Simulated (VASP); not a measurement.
K: relaxation of cell and atoms with PBE

The system is K.

```
K
1.0
     0.00000    3.29154    3.29154
     3.29154    0.00000    3.29154
     3.29154    3.29154    0.00000
K
1
Direct
  0.00000 0.00000 0.00000
```

This isn't the form of K at room conditions, which is bcc.

```json
{"Program": "VASP 6.6.1", "Task": "relaxation of cell and atoms", "Functional": "PBE", "Potentials or basis": "VASP PAW PBE potentials, release 64 (K_sv)", "Cutoff": "600 eV", "k mesh": "8 × 8 × 8", "Occupations": "fermi-dirac, width 0.1 eV", "Spin": "no spin polarisation", "Dipole correction": "no", "Further INCAR settings": "ALGO = Normal; EDIFF = 1e-06; IBRION = 2; EDIFFG = -0.01; NSW = 80; ISIF = 3"}
```

The relaxed volume is 74.08 Å³/atom. The relaxed cell is a = 4.714 Å, b = 4.714 Å, c = 4.714 Å, α = 60.00°, β = 60.00°, γ = 60.00° and the space group after relaxing (to 0.1 Å) is Fm-3m (No. 225). The energy gained by relaxing is 1.3 meV/atom and the ionic steps are 3. The pressure after relaxing is 0.0 GPa and the band gap on the k mesh is zero (an odd number of electrons rules out a gap without spin polarisation).

Step by step:
```csv
step,energy change (eV),largest force (eV/Å),pressure (GPa),volume (Å³)
1,0.0000,0.0000,0.15,71.32
2,-0.0006,0.0000,0.11,72.02
3,-0.0013,0.0000,0.00,74.08
```

Final structure:
```
K
1.0
     0.00000    3.33348    3.33348
     3.33348    0.00000    3.33348
     3.33348    3.33348    0.00000
K
1
Direct
  0.00000 0.00000 0.00000
```

Levels at points of the mesh, in eV from the Fermi level:
| k point | band 3 | band 4 | band 5 | band 6 | band 7 | band 8 |
| --- | --- | --- | --- | --- | --- | --- |
| (0.00, 0.00, 0.00) | -15.56 | -15.56 | -2.13 | 4.23 | 4.23 | 4.23 |
| (0.50, 0.00, 0.00) | -15.57 | -15.57 | 0.35 | 0.57 | 4.01 | 4.01 |
| (0.50, 0.50, 0.00) | -15.58 | -15.58 | 0.93 | 1.39 | 2.36 | 4.92 |

It took 64 s on 1 thread of Intel(R) Xeon(R) Platinum 8259CL CPU @ 2.50GHz (Skylake/Cascade Lake), on a shared host, peak memory 0.25 GiB.
